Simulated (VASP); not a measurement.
Write the native input for VASP 6.6.1 that does the following.

```
Task                   : single point
Functional             : PBEsol
Dispersion             : D3(BJ)
Potentials or basis    : VASP PAW PBE potentials, release 64 (Ga_d, N)
Cutoff                 : 520 eV
k mesh                 : 12 × 12 × 1
Occupations            : gaussian, width 0.03 eV
Spin                   : no spin polarisation
Dipole correction      : yes
Further INCAR settings : ALGO = Normal; EDIFF = 1e-06; NBANDS = 16; NELMDL = -8
```

The structure of GaN lies in POSCAR:

```
GaN
1.0
    3.1786996492      0.0000000000      0.0000000000
   -1.5893498246      2.7528346472      0.0000000000
    0.0000000000      0.0000000000     23.8000000000
Ga N
1 1
Direct
    0.3333333333      0.6666666667      0.2941176471
    0.6666666667      0.3333333333      0.2941176471
```

One way to write it, as run:

INCAR

```
PREC = Accurate
ENCUT = 520
EDIFF = 1E-6
ISMEAR = 0
SIGMA = 0.03
LREAL = False
LASPH = True
NELM = 120
ALGO = Normal
ISIF = 2
LWAVE = False
LCHARG = False
LDIPOL = True
IDIPOL = 3
DIPOL = 0.5 0.5 0.294
GGA = PS
IVDW = 12
NBANDS = 16
GGA_COMPAT = False
NELMDL = -8
```

KPOINTS

```
regular mesh
0
Gamma
  12 12 1
```

Potentials or basis: VASP PAW PBE potentials, release 64 (Ga_d, N).

Command:

```bash
$ cat potpaw_PBE.64/Ga_d/POTCAR potpaw_PBE.64/N/POTCAR > POTCAR
$ mpirun -np 1 vasp_std > vasp.out
```

It gave:

```
Band gap on the k mesh     : 2.36 eV (least direct gap 2.60 eV)
Dispersion energy per atom : -0.066 eV
```

Run time: 4.6 min on 1 thread of AMD EPYC 7R13 (shared host), peak memory 0.3 GiB.
